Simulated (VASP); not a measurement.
# BeGeSb2 (P-4m2) in VASP: single point with PBE

Aim: the single point of BeGeSb2 with PBE.

Everything below comes from runs of VASP 6.6.1. Logs are shortened: lines on timing, memory, paths and dates and some standing lists are left out, and cuts for length are marked.

## (1) The cell of the first run

The structure is tetragonal, space group P-4m2 (No. 115). Conventional cell: a = 4.175 Å, b = 4.175 Å, c = 5.835 Å, α = 90.00°, β = 90.00°, γ = 90.00°. Within 3.2 Å of Be (site symmetry -4m2) lie 4 Sb at 2.45 Å. Sb (site symmetry 2mm) has 2 Be at 2.45 Å and 2 Ge at 2.65 Å within 3.2 Å. Ge (site symmetry -4m2) has 4 Sb at 2.65 Å within 3.5 Å.

## (2) Single point, PBE

INCAR

```
SYSTEM = BeGeSb2
ALGO = Normal
EDIFF = 1E-6
ENCUT = 600
GGA = PE
GGA_COMPAT = .FALSE.
ISIF = 2
ISMEAR = -1
LASPH = .TRUE.
LCHARG = .FALSE.
LREAL = .FALSE.
LWAVE = .FALSE.
NBANDS = 21
NELM = 120
PREC = Accurate
SIGMA = 0.02
```

KPOINTS

```
k-points
0
G
  6 6 4
  0 0 0
```

POSCAR

```
BeGeSb2
1.0
    4.1745184527      0.0000000000      0.0000000000
    0.0000000000      4.1745184527      0.0000000000
    0.0000000000      0.0000000000      5.8346868276
Be Sb Ge
1 2 1
Direct
    0.0000000000      0.0000000000      0.0000000000
    0.0000000000      0.5000000000      0.2194401828
    0.5000000000      0.0000000000      0.7805598172
    0.5000000000      0.5000000000      0.5000000000
```

Potentials or basis: VASP PAW PBE potentials, release 64 (Be, Sb, Ge_d).

The run is started by

```sh
$ cat potpaw_PBE.64/Be/POTCAR potpaw_PBE.64/Sb/POTCAR potpaw_PBE.64/Ge_d/POTCAR > POTCAR
$ mpirun -np 1 vasp_std > vasp.out
```

OUTCAR:

```text
SYSTEM = BeGeSb2
   EDIFF = 1E-6
   ENCUT = 600
   GGA = PE
   ISIF = 2
   ISMEAR = -1
   LASPH = .TRUE.
   LREAL = .FALSE.
   NELM = 120
   PREC = Accurate

 ion  position               nearest neighbor table
   1  0.000  0.000  0.000-   2 2.45   3 2.45   2 2.45   3 2.45
   2  0.000  0.500  0.219-   1 2.45   1 2.45   4 2.65   4 2.65
   3  0.500  0.000  0.781-   1 2.45   1 2.45   4 2.65   4 2.65
   4  0.500  0.500  0.500-   2 2.65   3 2.65   3 2.65   2 2.65

  LATTYP: Found a simple tetragonal cell.
 ALAT       =     4.1745184527
 C/A-ratio  =     1.3976909897

  Lattice vectors:

 A1 = (   4.1745184527,   0.0000000000,   0.0000000000)
 A2 = (   0.0000000000,   4.1745184527,   0.0000000000)
 A3 = (   0.0000000000,   0.0000000000,   5.8346868276)

Analysis of symmetry for initial positions (statically):
=====================================================================
 Subroutine PRICEL returns:
 Original cell was already a primitive cell.

 Routine SETGRP: Setting up the symmetry group for a
 simple tetragonal supercell.

 Subroutine GETGRP returns: Found  8 space group operations
 (whereof  8 operations were pure point group operations)
 out of a pool of 16 trial point group operations.

The static configuration has the point symmetry D_2d.

Analysis of symmetry for dynamics (positions and initial velocities):
=====================================================================
 Subroutine PRICEL returns:
 Original cell was already a primitive cell.

 Routine SETGRP: Setting up the symmetry group for a
 simple tetragonal supercell.

 Subroutine GETGRP returns: Found  8 space group operations
 (whereof  8 operations were pure point group operations)
 out of a pool of 16 trial point group operations.

The dynamic configuration has the point symmetry D_2d.

 Subroutine INISYM returns: Found  8 space group operations
 (whereof  8 operations are pure point group operations),
 and found     1 'primitive' translations

----------------------------------------------------------------------------------------

                                     Primitive cell

  volume of cell :     101.6788

  direct lattice vectors                    reciprocal lattice vectors
     4.174518453  0.000000000  0.000000000     0.239548588  0.000000000  0.000000000
     0.000000000  4.174518453  0.000000000     0.000000000  0.239548588  0.000000000
     0.000000000  0.000000000  5.834686828     0.000000000  0.000000000  0.171388804

  length of vectors
     4.174518453  4.174518453  5.834686828     0.239548588  0.239548588  0.171388804

  position of ions in fractional coordinates (direct lattice)
     0.000000000  0.000000000  0.000000000
     0.000000000  0.500000000  0.219440183
     0.500000000  0.000000000  0.780559817
     0.500000000  0.500000000  0.500000000

  ion indices of the primitive-cell ions
   primitive index   ion index
                 1           1
                 2           2
                 3           3
                 4           4

----------------------------------------------------------------------------------------

 KPOINTS: k-points

Automatic generation of k-mesh.
 Grid dimensions read from file:
 generate k-points for:    6    6    4

 Generating k-lattice:

  Cartesian coordinates                     Fractional coordinates (reciprocal lattice)
     0.039924765  0.000000000  0.000000000     0.166666667  0.000000000  0.000000000
     0.000000000  0.039924765  0.000000000     0.000000000  0.166666667  0.000000000
     0.000000000  0.000000000  0.042847201     0.000000000  0.000000000  0.250000000

  Length of vectors
     0.039924765  0.039924765  0.042847201

  Shift w.r.t. Gamma in fractional coordinates (k-lattice)
     0.000000000  0.000000000  0.000000000

 Subroutine IBZKPT returns following result:
 ===========================================

 Found     30 irreducible k-points:

 Following reciprocal coordinates:
            Coordinates               Weight
  0.000000  0.000000  0.000000      1.000000
  0.166667  0.000000  0.000000      4.000000
  0.333333  0.000000  0.000000      4.000000
  0.500000  0.000000  0.000000      2.000000
  0.166667  0.166667  0.000000      4.000000
  0.333333  0.166667  0.000000      8.000000
[... 16 lines left out ...]
  0.333333  0.000000  0.500000      4.000000
  0.500000  0.000000  0.500000      2.000000
 [... further k-points ...]
   k-points           NKPTS =     30   k-points in BZ     NKDIM =     30   number of bands    NBANDS=     21
   number of dos      NEDOS =    301   number of ions     NIONS =      4
   total plane-waves  NPLWV =  62208
   dimension x,y,z NGX =    36 NGY =   36 NGZ =   48
   dimension x,y,z NGXF=    72 NGYF=   72 NGZF=   96
   ions per type =               1   2   1
   NGX,Y,Z   is equivalent  to a cutoff of  14.34, 14.34, 13.68 a.u.
   NGXF,Y,Z  is equivalent  to a cutoff of  28.67, 28.67, 27.35 a.u.
 SYSTEM =  BeGeSb2
   PREC   = accura    normal or accurate (medium, high low for compatibility)
   ISTART =      0    job   : 0-new  1-cont  2-samecut
   ICHARG =      2    charge: 1-file 2-atom 10-const
   ISPIN  =      1    spin polarized calculation?
   LNONCOLLINEAR =      F non collinear calculations
   LSORBIT =      F    spin-orbit coupling
   LASPH  =      T    aspherical Exc in radial PAW
   ENCUT  =  600.0 eV  44.10 Ry    6.64 a.u.   8.34  8.34 11.65*2*pi/ulx,y,z
   NELM   =    120;   NELMIN=  2; NELMDL= -5     # of ELM steps
   EDIFF  = 0.1E-05   stopping-criterion for ELM
   LREAL  =      F    real-space projection
   EDIFFG = 0.1E-04   stopping-criterion for IOM
   NSW    =      0    number of steps for IOM
   IBRION =     -1    ionic relax: 0-MD 1-quasi-New 2-CG
   NFREE  =      0    steps in history (QN), initial steepest desc. (CG)
   ISIF   =      2    stress and relaxation
   ISYM   =      2    0-nonsym 1-usesym 2-fastsym
   POTIM  = 0.5000    time-step for ionic-motion
   TEBEG  =    0.0;   TEEND  =   0.0 temperature during run
   PSTRESS=    0.0 pullay stress
   NELECT =      26.0000    total number of electrons
   NUPDOWN=      -1.0000    fix difference up-down
   EMIN   =  10.00;   EMAX   =-10.00  energy-range for DOS
   EFERMI =   0.00;   METHOD = LEGACY
   ISMEAR =    -1;   SIGMA  =   0.02  broadening in eV -4-tet -1-fermi 0-gaus
   EFERMI_NEDOS =   21; number of points for ismear=-14 and -15
   IALGO  =     38    algorithm
   IMIX   =      4    mixing-type and parameters
     AMIX     =   0.40;   BMIX     =  1.00
     AMIX_MAG =   1.60;   BMIX_MAG =  1.00
  volume/ion in A,a.u.               =      25.42       171.54
  Fermi-wavevector in a.u.,A,eV,Ry     =   1.039096  1.963607 14.690501  1.079721
  Thomas-Fermi vector in A             =   2.173611
   LORBIT       =      0    0 simple, 1 ext, 2 COOP (PROOUT), +10 PAW based schemes
   GGA     = PE    functional components
   LHFCALC =     F    Hartree Fock is set to
   AEXX    =    0.0000 exact exchange contribution
   IVDW    =     0    specifies the selected vdW correction
   LEPSILON=     F    determine dielectric tensor
   LRPA    =     F    only Hartree local field effects (RPA)
 non-spin polarized calculation
  energy-cutoff  :      600.00
  volume of cell :      101.68
 maximum number of plane-waves:      3411
 NGX is ok and might be reduce to    36
   NGX = 17   NGY = 17   NGZ = 23

 number of electron      26.0000010 magnetization

 Free energy of the ion-electron system (eV)
  ---------------------------------------------------
  ext. energy  EPLUGINS =         0.00000000
  ---------------------------------------------------
  free energy    TOTEN  =       -16.33359474 eV

  energy without entropy =      -16.33288782  energy(sigma->0) =      -16.33324128

 E-fermi :   5.2832     XC(G=0):  -9.1438

 val. band max:        5.2627703523   @ k =   0.1667   0.0000   0.0000
 cond. band min:       5.3401545950   @ k =   0.0000   0.0000   0.0000
 fundamental gap:      0.0773842427
 Fermi energy:         5.2832312929

 k-point     1 :       0.0000    0.0000    0.0000
  band No.  band energies     occupation
      1     -19.5142      2.00000
      2     -19.5122      2.00000
      3     -19.5122      2.00000
      4     -19.4991      2.00000
      5     -19.4940      2.00000
      6      -6.6853      2.00000
[... 13 lines left out ...]
     20      11.6838      0.00000
     21      14.1274      0.00000

 k-point     2 :       0.1667    0.0000    0.0000
  band No.  band energies     occupation
      1     -19.5142      2.00000
      2     -19.5122      2.00000
      3     -19.5121      2.00000
      4     -19.4989      2.00000
      5     -19.4943      2.00000
      6      -6.4971      2.00000
[... 13 lines left out ...]
     20      12.5588      0.00000
     21      12.8955      0.00000

 k-point     3 :       0.3333    0.0000    0.0000
  band No.  band energies     occupation
      1     -19.5151      2.00000
      2     -19.5121      2.00000
      3     -19.5109      2.00000
      4     -19.4985      2.00000
      5     -19.4947      2.00000
      6      -5.9841      2.00000
[... 13 lines left out ...]
     20      11.6349      0.00000
     21      12.1023      0.00000

 k-point     4 :       0.5000    0.0000    0.0000
  band No.  band energies     occupation
      1     -19.5157      2.00000
      2     -19.5121      2.00000
      3     -19.5102      2.00000
      4     -19.4982      2.00000
      5     -19.4950      2.00000
      6      -5.5367      2.00000
[... 13 lines left out ...]
     20      10.8694      0.00000
     21      11.9319      0.00000

 k-point     5 :       0.1667    0.1667    0.0000
  band No.  band energies     occupation
      1     -19.5142      2.00000
      2     -19.5131      2.00000
      3     -19.5110      2.00000
      4     -19.4987      2.00000
      5     -19.4945      2.00000
      6      -6.3066      2.00000
[... 13 lines left out ...]
     20      11.9168      0.00000
     21      11.9716      0.00000
[... 382 lines left out ...]
     20      11.4521      0.00000
     21      11.6185      0.00000

 k-point    22 :       0.1667    0.0000    0.5000
  band No.  band energies     occupation
      1     -19.5142      2.00000
      2     -19.5122      2.00000
      3     -19.5121      2.00000
      4     -19.4988      2.00000
      5     -19.4943      2.00000
      6      -6.0005      2.00000
[... 13 lines left out ...]
     20      10.4509      0.00000
     21      11.0850      0.00000

 k-point    23 :       0.3333    0.0000    0.5000
  band No.  band energies     occupation
      1     -19.5152      2.00000
      2     -19.5121      2.00000
      3     -19.5109      2.00000
      4     -19.4984      2.00000
      5     -19.4947      2.00000
      6      -5.6017      2.00000
[... 13 lines left out ...]
     20      11.6609      0.00000
     21      11.9990      0.00000

 k-point    24 :       0.5000    0.0000    0.5000
  band No.  band energies     occupation
      1     -19.5158      2.00000
      2     -19.5121      2.00000
      3     -19.5102      2.00000
      4     -19.4981      2.00000
      5     -19.4950      2.00000
      6      -5.3538      2.00000
[... 13 lines left out ...]
     20      11.5968      0.00000
     21      12.4172      0.00000

 [... further k-points ...]
[... 5 lines left out ...]
  --------------------------------------------------------------------------------------
  -------------------------------------------------------------------------------------
  Total        0.8978451      0.8978451      0.9760177      0.0000000      0.0000000      0.0000000
  in kB       14.1475641     14.1475641     15.3793486      0.0000000      0.0000000      0.0000000
  external PRESSURE =      14.5581590 kB  Pullay stress =       0.0000000 kB

 VOLUME and BASIS-vectors are now :
 -----------------------------------------------------------------------------
  energy-cutoff  :      600.00
  volume of cell :      101.68
      direct lattice vectors                 reciprocal lattice vectors
     4.174518453  0.000000000  0.000000000     0.239548588  0.000000000  0.000000000
     0.000000000  4.174518453  0.000000000     0.000000000  0.239548588  0.000000000
     0.000000000  0.000000000  5.834686828     0.000000000  0.000000000  0.171388804

 POSITION                                       TOTAL-FORCE (eV/Angst)
 -----------------------------------------------------------------------------------
      0.00000      0.00000      0.00000         0.000000     -0.000000      0.000000
      0.00000      2.08726      1.28036        -0.000000      0.000000     -0.229512
      2.08726      0.00000      4.55432         0.000000     -0.000000      0.229512
      2.08726      2.08726      2.91734         0.000000     -0.000000      0.000000
 -----------------------------------------------------------------------------------
    total drift:                                0.000000      0.000000      0.000000

  FREE ENERGIE OF THE ION-ELECTRON SYSTEM (eV)
  ---------------------------------------------------
  free  energy   TOTEN  =       -16.3335947357 eV

  energy  without entropy=      -16.3328878247  energy(sigma->0) =      -16.33324128
```

Run time: 44 s. Hardware: 1 thread of Intel Xeon Platinum 8375C at 2.90GHz (Ice Lake), shared host; peak memory 0.29 GiB.

What came out:

* Free energy: -16.3336 eV
* Pressure: 1.5 GPa
* Largest force: 0.230 eV/Å
* Band gap on the k mesh: zero (band 13 reaches 5.41 eV, above the bottom of band 14 at 4.88 eV)

Forces on the atoms (eV/Å):
```
Be   0.000  0.000  0.000
Sb   0.000  0.000 -0.230
Sb   0.000  0.000  0.230
Ge   0.000  0.000  0.000
```

Levels at points of the mesh, in eV from the Fermi level:
```tsv
k point	band 9	band 10	band 11	band 12	band 13	band 14	band 15	band 16	band 17	band 18
(0.00, 0.00, 0.00)	-2.83	-2.83	-0.25	0.06	0.13	0.13	1.54	2.50	2.50	2.68
(0.50, 0.00, 0.00)	-3.95	-3.86	-3.05	-1.69	-0.97	1.59	3.22	3.80	3.99	4.82
(0.50, 0.50, 0.00)	-4.77	-3.32	-2.76	-2.76	-1.93	-0.40	1.14	1.14	2.69	8.12
(0.00, 0.00, 0.50)	-2.80	-2.03	-2.03	-1.60	-1.60	1.05	1.17	3.30	3.70	4.85
(0.50, 0.00, 0.50)	-5.32	-1.58	-1.55	-0.89	-0.75	-0.32	2.53	2.95	3.63	3.79
(0.50, 0.50, 0.50)	-4.44	-4.34	-3.43	-3.43	-2.79	3.01	3.85	3.94	3.94	5.18
```

Caveat: spin-orbit coupling is left out, which moves the levels of the heavy elements.
